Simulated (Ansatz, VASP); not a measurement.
One calculation of Se, two programs

```
Se
1.0
     4.06696    0.00000    0.00000
    -2.03348    3.52209    0.00000
     0.00000    0.00000    5.12876
Se
3
Direct
  0.24736 0.00000 0.33333
  0.00000 0.24736 0.66667
  0.75264 0.75264 0.00000
```

Alike in both runs: functional PBE; dispersion D3(BJ); k mesh 9 × 9 × 6; occupations gaussian, width 0.02 eV; no spin polarisation.

Ansatz relaxed the structure, and its values are those at the end. VASP's run is a single point on that final structure, the one shown.

|  | VASP | Ansatz |
| --- | --- | --- |
| version | VASP 6.6.1 | Ansatz 0.2.0 |
| potentials or method | VASP PAW PBE potentials, release 64 (Se), cutoff 520 eV | scalar-relativistic, plane waves, PAW |
| valence electrons in the cell | 18 | 48 |

```csv
,VASP,Ansatz,Ansatz less VASP
gap on the k mesh at the Fermi level (eV),0.52,0.53,+0.008
least direct gap on the mesh (eV),0.52,0.53,+0.008
pressure (GPa),0.1,0.0,-0.11
rms of the force components (eV/Å),0.012,0.000,-0.0116
```

VASP's potentials hold 18 valence electrons a cell and Ansatz's 48, so a difference there can come from the potentials and not from the codes.
